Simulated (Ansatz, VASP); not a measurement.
**BN: VASP beside Ansatz**

```xyz
2
Lattice="0.0000 1.8371 1.8371 1.8371 0.0000 1.8371 1.8371 1.8371 0.0000" Properties=species:S:1:pos:R:3 pbc="T T T"
B     0.0000    0.0000    0.0000
N     2.7557    2.7557    2.7557
```

Change from the starting cell: volume scaled by 1.05, crystal datasets.

Alike in both runs: task electric field gradients; functional PBE; k mesh 11 × 11 × 11; occupations fermi-dirac, width 0.02 eV; no spin polarisation.

```csv
,VASP,Ansatz
version,VASP 6.6.1,Ansatz 0.2.0
potentials or method,"VASP PAW PBE potentials, release 64 (B, N), cutoff 520 eV","all-electron PAW with datasets made for the crystal, scalar-relativistic"
```

```tsv
	VASP	Ansatz	Ansatz less VASP
gap on the k mesh at the Fermi level (eV)	4.50	4.51	+0.007
pressure (GPa)	-13.9	-14.1	-0.14
```

Ansatz ran all-electron here, and VASP with PAW potentials.
